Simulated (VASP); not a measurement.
# Cr (P6_3/mmc) in VASP: vibrations by perturbation theory with PBE

Aim: the vibrations by perturbation theory of Cr with PBE.

All numbers are computed with VASP 6.6.1; they aren't measurements. Logs are shortened: lines on timing, memory, paths and dates and some standing lists are left out, and cuts for length are marked.

## Step 1: The cell of the first run

It takes space group P6_3/mmc (No. 194, hexagonal). The conventional cell has a = 2.714 Å, b = 2.714 Å, c = 4.410 Å, α = 90.00°, β = 90.00°, γ = 120.00°. Cr (site symmetry -6m2) has 12 Cr at 2.71 Å within 3.6 Å.

This isn't the form of Cr at room conditions, which is bcc.

## Step 2: Vibrations by perturbation theory, PBE, collinear spin, ferromagnetic start

Input file INCAR:

```
SYSTEM = Cr
PREC = Accurate
ENCUT = 520
EDIFF = 1E-8
ISMEAR = -1
SIGMA = 0.05
LREAL = .False.
LASPH = .True.
NELM = 150
ALGO = Normal
ISIF = 2
LWAVE = .False.
LCHARG = .False.
ISPIN = 2
MAGMOM = 3 3
LORBIT = 11
LMAXMIX = 4
GGA = PE
IBRION = 8
NSW = 1
```

Input file KPOINTS:

```
Automatic mesh
0
Gamma
  8 8 5
  0 0 0
```

Input file POSCAR:

```
Cr
1.0
    2.7140000000      0.0000000000      0.0000000000
   -1.3570000000      2.3503929459      0.0000000000
    0.0000000000      0.0000000000      4.4100000000
Cr
2
Direct
    0.6666666667      0.3333333333      0.7500000000
    0.3333333333      0.6666666667      0.2500000000
```

Potentials or basis: VASP PAW PBE potentials, release 64 (Cr_pv).

Started as:

```bash
> cat potpaw_PBE.64/Cr_pv/POTCAR > POTCAR
> mpirun -np 1 vasp_std > vasp.out
```

OUTCAR:

```text
SYSTEM = Cr
   PREC = Accurate
   ENCUT = 520
   EDIFF = 1E-8
   ISMEAR = -1
   LREAL = .False.
   LASPH = .True.
   NELM = 150
   ISIF = 2
   ISPIN = 2
   LORBIT = 11
   GGA = PE
   IBRION = 8
   NSW = 1

 ion  position               nearest neighbor table
   1  0.667  0.333  0.750-   2 2.71   2 2.71   2 2.71   2 2.71   2 2.71   2 2.71
   2  0.333  0.667  0.250-   1 2.71   1 2.71   1 2.71   1 2.71   1 2.71   1 2.71

  LATTYP: Found a hexagonal cell.
 ALAT       =     2.7140000000
 C/A-ratio  =     1.6249078850

  Lattice vectors:

 A1 = (   2.7140000000,   0.0000000000,   0.0000000000)
 A2 = (  -1.3570000000,   2.3503929459,   0.0000000000)
 A3 = (   0.0000000000,   0.0000000000,   4.4100000000)

Analysis of symmetry for initial positions (statically):
=====================================================================
 Subroutine PRICEL returns:
 Original cell was already a primitive cell.

 Routine SETGRP: Setting up the symmetry group for a
 hexagonal supercell.

 Subroutine GETGRP returns: Found 24 space group operations
 (whereof 12 operations were pure point group operations)
 out of a pool of 24 trial point group operations.

The static configuration has the point symmetry D_3d.
 The point group associated with its full space group is D_6h.

Analysis of symmetry for dynamics (positions and initial velocities):
=====================================================================
 Subroutine PRICEL returns:
 Original cell was already a primitive cell.

 Routine SETGRP: Setting up the symmetry group for a
 hexagonal supercell.

 Subroutine GETGRP returns: Found 24 space group operations
 (whereof 12 operations were pure point group operations)
 out of a pool of 24 trial point group operations.

The dynamic configuration has the point symmetry D_3d.
 The point group associated with its full space group is D_6h.

Analysis of structural, dynamic, and magnetic symmetry:
=====================================================================
 Subroutine PRICEL returns:
 Original cell was already a primitive cell.

 Routine SETGRP: Setting up the symmetry group for a
 hexagonal supercell.

 Subroutine GETGRP returns: Found 24 space group operations
 (whereof 12 operations were pure point group operations)
 out of a pool of 24 trial point group operations.

The overall configuration has the point symmetry D_3d.
 The point group associated with its full space group is D_6h.

 Subroutine INISYM returns: Found 24 space group operations
 (whereof 12 operations are pure point group operations),
 and found     1 'primitive' translations

----------------------------------------------------------------------------------------

                                     Primitive cell

  volume of cell :      28.1312

  direct lattice vectors                    reciprocal lattice vectors
     2.714000000  0.000000000  0.000000000     0.368459838  0.212730387  0.000000000
    -1.357000000  2.350392946  0.000000000     0.000000000  0.425460773  0.000000000
     0.000000000  0.000000000  4.410000000     0.000000000  0.000000000  0.226757370

  length of vectors
     2.714000000  2.714000000  4.410000000     0.425460773  0.425460773  0.226757370

  position of ions in fractional coordinates (direct lattice)
     0.666666667  0.333333333  0.750000000
     0.333333333  0.666666667  0.250000000

  ion indices of the primitive-cell ions
   primitive index   ion index
                 1           1
                 2           2

----------------------------------------------------------------------------------------

 KPOINTS: Automatic mesh

Automatic generation of k-mesh.
 Grid dimensions read from file:
 generate k-points for:    8    8    5

 Generating k-lattice:

  Cartesian coordinates                     Fractional coordinates (reciprocal lattice)
     0.046057480  0.026591298  0.000000000     0.125000000  0.000000000  0.000000000
     0.000000000  0.053182597  0.000000000     0.000000000  0.125000000  0.000000000
     0.000000000  0.000000000  0.045351474     0.000000000  0.000000000  0.200000000

  Length of vectors
     0.053182597  0.053182597  0.045351474

  Shift w.r.t. Gamma in fractional coordinates (k-lattice)
     0.000000000  0.000000000  0.000000000

 Subroutine IBZKPT returns following result:
[... 60 lines left out ...]
   NELECT =      24.0000    total number of electrons
   NUPDOWN=      -1.0000    fix difference up-down
   EMIN   =  10.00;   EMAX   =-10.00  energy-range for DOS
   EFERMI =   0.00;   METHOD = LEGACY
   ISMEAR =    -1;   SIGMA  =   0.05  broadening in eV -4-tet -1-fermi 0-gaus
   EFERMI_NEDOS =   21; number of points for ismear=-14 and -15
   IALGO  =     38    algorithm
   IMIX   =      4    mixing-type and parameters
     AMIX     =   0.40;   BMIX     =  1.00
     AMIX_MAG =   1.60;   BMIX_MAG =  1.00
  volume/ion in A,a.u.               =      14.07        94.92
  Fermi-wavevector in a.u.,A,eV,Ry     =   1.552681  2.934142 32.801180  2.410819
  Thomas-Fermi vector in A             =   2.657021
   LORBIT       =     11    0 simple, 1 ext, 2 COOP (PROOUT), +10 PAW based schemes
   GGA     = PE    functional components
   LHFCALC =     F    Hartree Fock is set to
   AEXX    =    0.0000 exact exchange contribution
   IVDW    =     0    specifies the selected vdW correction
   LEPSILON=     F    determine dielectric tensor
   LRPA    =     F    only Hartree local field effects (RPA)
 spin polarized calculation
  energy-cutoff  :      520.00
  volume of cell :       28.13
 maximum number of plane-waves:       776
   NGX = 11   NGY = 11   NGZ = 17

--------------------------------------- Ionic step        1  -------------------------------------------

 number of electron      24.0000005 magnetization       1.9164538

 Free energy of the ion-electron system (eV)
  ---------------------------------------------------
  ext. energy  EPLUGINS =         0.00000000
  ---------------------------------------------------
  free energy    TOTEN  =       -17.72761172 eV

  energy without entropy =      -17.69784246  energy(sigma->0) =      -17.71272709

 E-fermi :   8.2906     XC(G=0): -12.5419

 val. band max:        8.2898722813   @ k =   0.1250  -0.0000   0.0000
 cond. band min:       8.2992596649   @ k =   0.0000   0.0000   0.2000
 fundamental gap:      0.0093873836
 Fermi energy:         8.2906329388

 spin component 1

 k-point     1 :       0.0000    0.0000    0.0000
  band No.  band energies     occupation
      1     -35.1867      1.00000
      2     -34.8503      1.00000
      3     -34.8503      1.00000
      4     -34.7843      1.00000
      5     -34.7843      1.00000
      6     -34.7035      1.00000
[... 517 lines left out ...]
     18      11.0625      0.00000
     19      15.1159      0.00000

 [... further k-points ...]

 spin component 2

 k-point     1 :       0.0000    0.0000    0.0000
  band No.  band energies     occupation
      1     -34.3478      1.00000
      2     -33.9288      1.00000
      3     -33.9288      1.00000
      4     -33.8617      1.00000
      5     -33.8617      1.00000
      6     -33.8532      1.00000
[... 520 lines left out ...]
 [... further k-points ...]

------------------------ aborting loop because EDIFF is reached ----------------------------------------

  FORCE on cell =-STRESS in cart. coord.  units (eV):
  Direction    XX          YY          ZZ          XY          YZ          ZX
  --------------------------------------------------------------------------------------
  -------------------------------------------------------------------------------------
  Total       -4.6167180     -4.6167180     -3.9888661      0.0000000     -0.0000000      0.0000000
  in kB     -262.9390099   -262.9390099   -227.1805446      0.0000000     -0.0000000      0.0000000
  external PRESSURE =    -251.0195215 kB  Pullay stress =       0.0000000 kB

 VOLUME and BASIS-vectors are now :
 -----------------------------------------------------------------------------
  energy-cutoff  :      520.00
  volume of cell :       28.13
      direct lattice vectors                 reciprocal lattice vectors
     2.714000000  0.000000000  0.000000000     0.368459838  0.212730387  0.000000000
    -1.357000000  2.350392946  0.000000000     0.000000000  0.425460773  0.000000000
     0.000000000  0.000000000  4.410000000     0.000000000  0.000000000  0.226757370

 POSITION                                       TOTAL-FORCE (eV/Angst)
 -----------------------------------------------------------------------------------
      1.35700      0.78346      3.30750        -0.000000     -0.000000      0.000000
     -0.00000      1.56693      1.10250         0.000000      0.000000      0.000000
 -----------------------------------------------------------------------------------
    total drift:                               -0.000000      0.000000     -0.000000

  FREE ENERGIE OF THE ION-ELECTRON SYSTEM (eV)
  ---------------------------------------------------
  free  energy   TOTEN  =       -17.7276117180 eV

  energy  without entropy=      -17.6978424565  energy(sigma->0) =      -17.71272709

[... ionic steps 2 to 3 ...]

--------------------------------------- Ionic step        4  -------------------------------------------

------------------------ aborting loop because EDIFF is reached ----------------------------------------

[... ionic steps 5 to 5 ...]

--------------------------------------- Ionic step        6  -------------------------------------------

 Free energy of the ion-electron system (eV)
  ---------------------------------------------------
  ---------------------------------------------------
  free energy    TOTEN  =        -0.82644447 eV

  energy without entropy =       -0.82644447

------------------------ aborting loop because EDIFF is reached ----------------------------------------

 INTERNAL STRAIN TENSOR  FOR ION    1  DIRECTION 3   (eV/Angst):
 -----------------------------------------------------------------------------
     0.00648 -0.00000 -0.00000
     0.00000  0.00648  0.00000
     0.00000  0.00000 -0.01079

 INTERNAL STRAIN TENSOR FOR ION    2 for displacements in x,y,z  (eV/Angst):
          X           Y           Z          XY          YZ          ZX
  --------------------------------------------------------------------------------
  x     0.00000     0.00000     0.00000    -2.61264     0.00000     0.00000
  y    -2.61264     2.61264     0.00000     0.00000     0.00000     0.00000
  z    -0.00000    -0.00000    -0.00000     0.00000    -0.00000     0.00000

 SECOND DERIVATIVES (NOT SYMMETRIZED)
 ------------------------------------
               1X          1Y          1Z          2X          2Y          2Z
  1X     0.711524   -0.000000    0.000000   -0.711524    0.000000    0.000000
  1Y     0.000000    0.711524    0.000000   -0.000000   -0.711524    0.000000
  1Z     0.000000    0.000000   -2.747825   -0.000000    0.000000    2.747825
  2X    -0.711524    0.000000    0.000000    0.711524   -0.000000    0.000000
  2Y    -0.000000   -0.711524    0.000000    0.000000    0.711524    0.000000
  2Z    -0.000000    0.000000    2.747825    0.000000    0.000000   -2.747825

 Eigenvectors and eigenvalues of the dynamical matrix
 ----------------------------------------------------

   1 f  =    5.082475 THz    31.934135 2PiTHz  169.533131 cm-1    21.019420 meV
             X         Y         Z           dx          dy          dz
      1.357000  0.783464  3.307500     0.000000    0.000000   -0.707107
     -0.000000  1.566929  1.102500    -0.000000    0.000000    0.707107
[... 21 lines left out ...]
   6 f/i=    2.586279 THz    16.250073 2PiTHz   86.268997 cm-1    10.695988 meV
             X         Y         Z           dx          dy          dz
      1.357000  0.783464  3.307500    -0.000000    0.707107    0.000000
     -0.000000  1.566929  1.102500    -0.000000   -0.707107    0.000000

--------------------------------------------------------------------------------------------------------

 ELASTIC MODULI CONTR FROM IONIC RELAXATION (kBar)
 Direction    XX          YY          ZZ          XY          YZ          ZX
 --------------------------------------------------------------------------------
 XX          -0.0000     -0.0000     -0.0000      0.0000     -0.0000      0.0000
 YY          -0.0000     -0.0000     -0.0000      0.0000     -0.0000      0.0000
 ZZ          -0.0000     -0.0000     -0.0000      0.0000     -0.0000      0.0000
 XY           0.0000      0.0000      0.0000     -0.0000      0.0000     -0.0000
 YZ          -0.0000     -0.0000     -0.0000      0.0000     -0.0000      0.0000
 ZX           0.0000      0.0000      0.0000     -0.0000      0.0000     -0.0000
 --------------------------------------------------------------------------------

 total charge

# of ion       s       p       d       tot
------------------------------------------
    1        0.382   6.279   4.055  10.716
    2        0.382   6.279   4.055  10.716
--------------------------------------------------
tot          0.765  12.558   8.110  21.432

 magnetization (x)

# of ion       s       p       d       tot
------------------------------------------
    1        0.002   0.023   0.867   0.892
    2        0.002   0.023   0.867   0.892
--------------------------------------------------
tot          0.004   0.047   1.734   1.785
```

It took 2.4 min on 1 thread of Intel Xeon 6975P-C (Granite Rapids), shared host; peak memory 0.3 GiB.

Results:

```
Net moment                                            : 1.92 μB per cell
Site moments                                          : Cr +0.89 μB
Valence electrons inside the program's atomic spheres : Cr 10.72
Highest phonon frequency at Γ                         : 170 cm⁻¹
Most unstable mode                                    : 86i cm⁻¹
```

Phonon frequencies in cm⁻¹ (negative: imaginary):
```csv
q point,frequencies
"(0.000, 0.000, 0.000)",-86 -86 0 0 0 170
```

Caveat: the cell stands under pressure or tension, which shifts response properties; some modes are imaginary.
